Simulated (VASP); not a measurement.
# PdC3 (Im-3m) in VASP: notebook

PdC3 is run at these levels: PBE; tasks: single point, relaxation of cell and atoms.

All numbers are computed with VASP 6.6.1; they aren't measurements. Logs are shortened: lines on timing, memory, paths and dates and some standing lists are left out, and cuts for length are marked.

## Step 1: The cell of the first run

It takes space group Im-3m (No. 229, cubic). Conventional cell: a = 4.136 Å, b = 4.136 Å, c = 4.136 Å, α = 90.00°, β = 90.00°, γ = 90.00°. Pd (site symmetry m-3m) has 6 C at 2.07 Å within 2.7 Å. C (site symmetry 4/mmm) has 2 Pd at 2.07 Å and 4 C at 2.07 Å within 2.7 Å.

The cell was built from a structure type or drawn by symmetry, and may not be a known phase.

## Step 2: Single point, PBE

File INCAR:

```
PREC = Accurate
ENCUT = 520
EDIFF = 1E-7
ISMEAR = 0
SIGMA = 0.1
LREAL = False
LASPH = True
NELM = 100
ALGO = Normal
ISIF = 2
LWAVE = False
LCHARG = False
GGA = PE
NBANDS = 19
```

File KPOINTS:

```
regular mesh
0
Gamma
  16 16 16
```

File POSCAR:

```
PdC3
1.0
   -2.0679642555      2.0679642555      2.0679642555
    2.0679642555     -2.0679642555      2.0679642555
    2.0679642555      2.0679642555     -2.0679642555
Pd C
1 3
Direct
    0.0000000000      0.0000000000      0.0000000000
    0.0000000000      0.5000000000      0.5000000000
    0.5000000000      0.0000000000      0.5000000000
    0.5000000000      0.5000000000      0.0000000000
```

Potentials or basis: VASP PAW PBE potentials, release 64 (Pd, C).

Command:

```sh
$ cat potpaw_PBE.64/Pd/POTCAR potpaw_PBE.64/C/POTCAR > POTCAR
$ mpirun -np 1 vasp_std > vasp.out
```

OUTCAR:

```text
PREC = Accurate
   ENCUT = 520
   EDIFF = 1E-7
   ISMEAR = 0
   LREAL = False
   LASPH = True
   NELM = 100
   ISIF = 2
   GGA = PE

 ion  position               nearest neighbor table
   1  0.000  0.000  0.000-   2 2.07   3 2.07   4 2.07   2 2.07   3 2.07   4 2.07
   2  0.000  0.500  0.500-   1 2.07   3 2.07   4 2.07   1 2.07   4 2.07   3 2.07
   3  0.500  0.000  0.500-   1 2.07   2 2.07   4 2.07   4 2.07   1 2.07   2 2.07
   4  0.500  0.500  0.000-   1 2.07   2 2.07   3 2.07   3 2.07   2 2.07   1 2.07

  LATTYP: Found a body centered cubic cell.
 ALAT       =     4.1359285110

  Lattice vectors:

 A1 = (  -2.0679642555,   2.0679642555,   2.0679642555)
 A2 = (   2.0679642555,  -2.0679642555,   2.0679642555)
 A3 = (   2.0679642555,   2.0679642555,  -2.0679642555)

Analysis of symmetry for initial positions (statically):
=====================================================================
 Subroutine PRICEL returns:
 Original cell was already a primitive cell.

 Routine SETGRP: Setting up the symmetry group for a
 body centered cubic supercell.

 Subroutine GETGRP returns: Found 48 space group operations
 (whereof 48 operations were pure point group operations)
 out of a pool of 48 trial point group operations.

The static configuration has the point symmetry O_h .

Analysis of symmetry for dynamics (positions and initial velocities):
=====================================================================
 Subroutine PRICEL returns:
 Original cell was already a primitive cell.

 Routine SETGRP: Setting up the symmetry group for a
 body centered cubic supercell.

 Subroutine GETGRP returns: Found 48 space group operations
 (whereof 48 operations were pure point group operations)
 out of a pool of 48 trial point group operations.

The dynamic configuration has the point symmetry O_h .

 Subroutine INISYM returns: Found 48 space group operations
 (whereof 48 operations are pure point group operations),
 and found     1 'primitive' translations

----------------------------------------------------------------------------------------

                                     Primitive cell

  volume of cell :      35.3744

  direct lattice vectors                    reciprocal lattice vectors
    -2.067964256  2.067964256  2.067964256     0.000000000  0.241783676  0.241783676
     2.067964256 -2.067964256  2.067964256     0.241783676  0.000000000  0.241783676
     2.067964256  2.067964256 -2.067964256     0.241783676  0.241783676  0.000000000

  length of vectors
     3.581819159  3.581819159  3.581819159     0.341933754  0.341933754  0.341933754

  position of ions in fractional coordinates (direct lattice)
     0.000000000  0.000000000  0.000000000
     0.000000000  0.500000000  0.500000000
     0.500000000  0.000000000  0.500000000
     0.500000000  0.500000000  0.000000000

  ion indices of the primitive-cell ions
   primitive index   ion index
                 1           1
                 2           2
                 3           3
                 4           4

----------------------------------------------------------------------------------------

 KPOINTS: regular mesh

Automatic generation of k-mesh.
 Grid dimensions read from file:
 generate k-points for:   16   16   16

 Generating k-lattice:

  Cartesian coordinates                     Fractional coordinates (reciprocal lattice)
     0.000000000  0.015111480  0.015111480     0.062500000  0.000000000  0.000000000
     0.015111480  0.000000000  0.015111480     0.000000000  0.062500000  0.000000000
     0.015111480  0.015111480  0.000000000     0.000000000  0.000000000  0.062500000

  Length of vectors
     0.021370860  0.021370860  0.021370860

  Shift w.r.t. Gamma in fractional coordinates (k-lattice)
     0.000000000  0.000000000  0.000000000

 Subroutine IBZKPT returns following result:
 ===========================================

 Found    145 irreducible k-points:

 Following reciprocal coordinates:
            Coordinates               Weight
  0.000000  0.000000  0.000000      1.000000
  0.062500  0.000000  0.000000     12.000000
  0.125000  0.000000  0.000000     12.000000
  0.187500  0.000000  0.000000     12.000000
  0.250000  0.000000  0.000000     12.000000
  0.312500  0.000000  0.000000     12.000000
[... 16 lines left out ...]
  0.187500  0.187500  0.000000     24.000000
  0.250000  0.187500  0.000000     48.000000
 [... further k-points ...]
   k-points           NKPTS =    145   k-points in BZ     NKDIM =    145   number of bands    NBANDS=     19
   number of dos      NEDOS =    301   number of ions     NIONS =      4
   total plane-waves  NPLWV =  21952
   dimension x,y,z NGX =    28 NGY =   28 NGZ =   28
   dimension x,y,z NGXF=    56 NGYF=   56 NGZF=   56
   ions per type =               1   3
   NGX,Y,Z   is equivalent  to a cutoff of  13.00, 13.00, 13.00 a.u.
   NGXF,Y,Z  is equivalent  to a cutoff of  25.99, 25.99, 25.99 a.u.
 SYSTEM =  unknown system
   PREC   = accura    normal or accurate (medium, high low for compatibility)
   ISTART =      0    job   : 0-new  1-cont  2-samecut
   ICHARG =      2    charge: 1-file 2-atom 10-const
   ISPIN  =      1    spin polarized calculation?
   LNONCOLLINEAR =      F non collinear calculations
   LSORBIT =      F    spin-orbit coupling
   LASPH  =      T    aspherical Exc in radial PAW
   ENCUT  =  520.0 eV  38.22 Ry    6.18 a.u.   6.66  6.66  6.66*2*pi/ulx,y,z
   NELM   =    100;   NELMIN=  2; NELMDL= -5     # of ELM steps
   EDIFF  = 0.1E-06   stopping-criterion for ELM
   LREAL  =      F    real-space projection
   EDIFFG = 0.1E-05   stopping-criterion for IOM
   NSW    =      0    number of steps for IOM
   IBRION =     -1    ionic relax: 0-MD 1-quasi-New 2-CG
   NFREE  =      0    steps in history (QN), initial steepest desc. (CG)
   ISIF   =      2    stress and relaxation
   ISYM   =      2    0-nonsym 1-usesym 2-fastsym
   POTIM  = 0.5000    time-step for ionic-motion
   TEBEG  =    0.0;   TEEND  =   0.0 temperature during run
   PSTRESS=    0.0 pullay stress
   NELECT =      22.0000    total number of electrons
   NUPDOWN=      -1.0000    fix difference up-down
   EMIN   =  10.00;   EMAX   =-10.00  energy-range for DOS
   EFERMI =   0.00;   METHOD = LEGACY
   ISMEAR =     0;   SIGMA  =   0.10  broadening in eV -4-tet -1-fermi 0-gaus
   EFERMI_NEDOS =   21; number of points for ismear=-14 and -15
   IALGO  =     38    algorithm
   IMIX   =      4    mixing-type and parameters
     AMIX     =   0.40;   BMIX     =  1.00
     AMIX_MAG =   1.60;   BMIX_MAG =  1.00
  volume/ion in A,a.u.               =       8.84        59.68
  Fermi-wavevector in a.u.,A,eV,Ry     =   1.397396  2.640695 26.568293  1.952714
  Thomas-Fermi vector in A             =   2.520656
   LORBIT       =      0    0 simple, 1 ext, 2 COOP (PROOUT), +10 PAW based schemes
   GGA     = PE    functional components
   LHFCALC =     F    Hartree Fock is set to
   AEXX    =    0.0000 exact exchange contribution
   IVDW    =     0    specifies the selected vdW correction
   LEPSILON=     F    determine dielectric tensor
   LRPA    =     F    only Hartree local field effects (RPA)
 non-spin polarized calculation
 Gauss-broadening in eV      SIGMA  =   0.10
  energy-cutoff  :      520.00
  volume of cell :       35.37
 maximum number of plane-waves:       976
   NGX = 13   NGY = 13   NGZ = 13

 number of electron      22.0000003 magnetization

 Free energy of the ion-electron system (eV)
  ---------------------------------------------------
  ext. energy  EPLUGINS =         0.00000000
  ---------------------------------------------------
  free energy    TOTEN  =       -22.91858807 eV

  energy without entropy =      -22.90991427  energy(sigma->0) =      -22.91425117

 E-fermi :   8.7282     XC(G=0): -12.9499

 val. band max:        8.7249746597   @ k =  -0.3750   0.4375   0.2500
 cond. band min:       8.7339716481   @ k =  -0.3125   0.3125   0.2500
 fundamental gap:      0.0089969885
 Fermi energy:         8.7282266353

 k-point     1 :       0.0000    0.0000    0.0000
  band No.  band energies     occupation
      1      -7.0886      2.00000
      2       0.7573      2.00000
      3       0.7573      2.00000
      4       4.4013      2.00000
      5       4.4013      2.00000
      6       4.4013      2.00000
[... 11 lines left out ...]
     18      18.7157      0.00000
     19      20.9394      0.00000

 k-point     2 :       0.0625    0.0000    0.0000
  band No.  band energies     occupation
      1      -7.0299      2.00000
      2       0.6094      2.00000
      3       0.7465      2.00000
      4       3.9546      2.00000
      5       4.0183      2.00000
      6       4.4270      2.00000
[... 11 lines left out ...]
     18      18.8700      0.00000
     19      20.9515      0.00000

 k-point     3 :       0.1250    0.0000    0.0000
  band No.  band energies     occupation
      1      -6.8553      2.00000
      2       0.2062      2.00000
      3       0.7264      2.00000
      4       3.4340      2.00000
      5       3.7026      2.00000
      6       4.5031      2.00000
[... 11 lines left out ...]
     18      19.2706      0.00000
     19      20.9749      0.00000

 k-point     4 :       0.1875    0.0000    0.0000
  band No.  band energies     occupation
      1      -6.5689      2.00000
      2      -0.3594      2.00000
      3       0.7250      2.00000
      4       2.9671      2.00000
      5       3.4870      2.00000
      6       4.6270      2.00000
[... 407 lines left out ...]
     18      20.7608      0.00000
     19      21.8182      0.00000

 k-point    23 :       0.1875    0.1875    0.0000
  band No.  band energies     occupation
      1      -5.5901      2.00000
      2      -1.5515      2.00000
      3       0.1444      2.00000
      4       2.5606      2.00000
      5       2.9557      2.00000
      6       4.2668      2.00000
[... 11 lines left out ...]
     18      20.3549      0.00000
     19      22.1732      0.00000

 k-point    24 :       0.2500    0.1875    0.0000
  band No.  band energies     occupation
      1      -5.0855      2.00000
      2      -2.0541      2.00000
      3      -0.1083      2.00000
      4       2.3383      2.00000
      5       2.8079      2.00000
      6       4.2305      2.00000
[... 11 lines left out ...]
     18      20.5589      0.00000
     19      22.1686      0.00000

 [... further k-points ...]

------------------------ aborting loop because EDIFF is reached ----------------------------------------

  FORCE on cell =-STRESS in cart. coord.  units (eV):
  Direction    XX          YY          ZZ          XY          YZ          ZX
  --------------------------------------------------------------------------------------
  -------------------------------------------------------------------------------------
  Total        0.0059175      0.0059175      0.0059175     -0.0000000      0.0000000     -0.0000000
  in kB        0.2680151      0.2680151      0.2680151     -0.0000000      0.0000000     -0.0000000
  external PRESSURE =       0.2680151 kB  Pullay stress =       0.0000000 kB

 VOLUME and BASIS-vectors are now :
 -----------------------------------------------------------------------------
  energy-cutoff  :      520.00
  volume of cell :       35.37
      direct lattice vectors                 reciprocal lattice vectors
    -2.067964256  2.067964256  2.067964256     0.000000000  0.241783676  0.241783676
     2.067964256 -2.067964256  2.067964256     0.241783676  0.000000000  0.241783676
     2.067964256  2.067964256 -2.067964256     0.241783676  0.241783676  0.000000000

 POSITION                                       TOTAL-FORCE (eV/Angst)
 -----------------------------------------------------------------------------------
      0.00000      0.00000      0.00000        -0.000000      0.000000     -0.000000
      2.06796      0.00000      0.00000        -0.000000     -0.000000      0.000000
      0.00000      2.06796      0.00000         0.000000      0.000000     -0.000000
      0.00000      0.00000      2.06796         0.000000      0.000000      0.000000
 -----------------------------------------------------------------------------------
    total drift:                                0.000000     -0.000000     -0.000000

  FREE ENERGIE OF THE ION-ELECTRON SYSTEM (eV)
  ---------------------------------------------------
  free  energy   TOTEN  =       -22.9185880723 eV

  energy  without entropy=      -22.9099142731  energy(sigma->0) =      -22.91425117
```

Wall time 40 s (1 thread of Intel Xeon 6975P-C (Granite Rapids), shared host); peak memory 0.22 GiB.

Results:

| Quantity | Value |
| --- | --- |
| Free energy | -22.9186 eV |
| Pressure | 0.0 GPa |
| Band gap on the k mesh | zero (bands 11 and 12 overlap by 2.88 eV) |

(Part 1 of 2 ends here.)
